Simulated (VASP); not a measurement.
## Pt: single point with PBE

System: Pt, a slab with vacuum.

```xyz
7
Lattice="2.7192 0.0000 0.0000 1.3596 2.3549 0.0000 0.0000 0.0000 28.3213" Properties=species:S:1:pos:R:3 pbc="T T T"
Pt    0.0000    0.0000    6.9948
Pt    1.3596    0.7850    9.3961
Pt    2.7192    1.5699   11.7784
Pt    0.0000    0.0000   14.1606
Pt    1.3596    0.7850   16.5428
Pt    2.7192    1.5699   18.9251
Pt    0.0000    0.0000   21.3265
```

```json
{
  "Program": "VASP 6.6.1",
  "Task": "single point",
  "Functional": "PBE",
  "Potentials or basis": "VASP PAW PBE potentials, release 64 (Pt)",
  "Cutoff": "520 eV",
  "k mesh": "16 × 16 × 1",
  "Occupations": "gaussian, width 0.1 eV",
  "Spin": "no spin polarisation"
}
```

```json
{
  "Largest force": "0.021 eV/Å",
  "Band gap on the k mesh": "zero (bands 35 and 36 overlap by 1.65 eV)"
}
```

Forces on the atoms (eV/Å):
```
Pt   0.000  0.000  0.021
Pt   0.000  0.000 -0.003
Pt   0.000  0.000  0.000
Pt   0.000  0.000  0.000
Pt   0.000  0.000  0.000
Pt   0.000  0.000  0.003
Pt   0.000  0.000 -0.021
```

Levels at points of the mesh, in eV from the Fermi level:
| k point | band 33 | band 34 | band 35 | band 36 | band 37 | band 38 |
| --- | --- | --- | --- | --- | --- | --- |
| (0.00, 0.00, 0.00) | -1.13 | -0.81 | -0.81 | -0.44 | -0.44 | -0.13 |
| (0.50, 0.00, 0.00) | 0.56 | 0.57 | 0.81 | 0.81 | 1.67 | 2.28 |

Wall time 12 min on 1 thread of Intel Xeon 8259CL, with other jobs on the host, peak memory 0.38 GiB.

Caveat: spin-orbit coupling is left out, which moves the levels of the heavy elements.
